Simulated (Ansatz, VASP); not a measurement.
Two plane-wave programs on KCl

Contents of POSCAR:

```
KCl
1.0
    0.0000000000      3.2376201114      3.1232421439
    3.2376201114      0.0000000000      3.1232421439
    3.2376201114      3.2376201114      0.0000000000
K Cl
1 1
Direct
    0.0000000000      0.0000000000      0.0000000000
    0.5000000000      0.5000000000      0.5000000000
```

The input INCAR.step1:

```
  PREC = Accurate
  ENCUT = 520
  ISMEAR = 0
  SIGMA = 0.01
  LREAL = False
  LASPH = True
  NELM = 60
  NBANDS = 15
  GGA = PE
  ALGO = Normal
  EDIFF = 1E-4
  LWAVE = True
  LCHARG = False
```

The input INCAR.step2:

```
  PREC = Accurate
  ENCUT = 520
  EDIFF = 1E-7
  ISMEAR = 0
  SIGMA = 0.01
  LREAL = False
  LASPH = True
  NELM = 60
  ALGO = Normal
  ISIF = 2
  LWAVE = False
  LCHARG = False
  METAGGA = R2SCAN
  LMIXTAU = True
  NBANDS = 15
  ISTART = 1
```

File KPOINTS:

```
Automatic mesh
0
Gamma
  8 8 8
```

Input for Ansatz:

```yaml
crystal:
  lattice:
    - [0.0, 3.2376201114, 3.1232421439]
    - [3.2376201114, 0.0, 3.1232421439]
    - [3.2376201114, 3.2376201114, 0.0]
  atoms:
    - { symbol: K, position: [0.0, 0.0, 0.0] }
    - { symbol: Cl, position: [0.5, 0.5, 0.5] }
kpoints:
  mp_grid: { grid: [8, 8, 8] }
  band_path:
    path:
      - [0.0, 0.0, 0.0]
      - [0.5, 0.0, 0.5]
      - [0.625, 0.25, 0.625]
      - [0.375, 0.375, 0.75]
      - [0.5, 0.5, 0.5]
      - [0.5, 0.25, 0.75]
    npoints: 1
hamiltonian:
  xc: r2scan
scf:
  occupations: { method: fixed }
  n_extra_bands: 4
output:
  forces: true
  stress: true
  eigenvalues: true
  write_density: true
  write_potential: true
  elf: true
  volumetric_format: npy
```

Change from the starting cell: epitaxial_xy strain +3.0%.

Alike in both runs: task single point; functional r2SCAN; k mesh 8 × 8 × 8; no spin polarisation.

|  | VASP | Ansatz |
| --- | --- | --- |
| version | VASP 6.6.1 | Ansatz 0.2.0 |
| potentials or method | VASP PAW PBE potentials, release 64 (K_sv, Cl) | plane waves, PAW |
| plane-wave cutoff (eV) | 520 | 500 |
| occupations | gaussian, width 0.01 eV | fixed |
| valence electrons in the cell | 16 | 16 |

Ansatz gave:

```
gap on the k mesh at the Fermi level (eV)                     : 5.64
pressure (GPa)                                                : -0.8
traceless stress, the component that is largest in VASP (GPa) : 0.79
```

Q: What did VASP give for the same quantities?

A: gap on the k mesh at the Fermi level (eV): 5.64; pressure (GPa): -0.8; traceless stress, the component that is largest in VASP (GPa): 0.80.

VASP's potentials were made for PBE, not for r2SCAN.
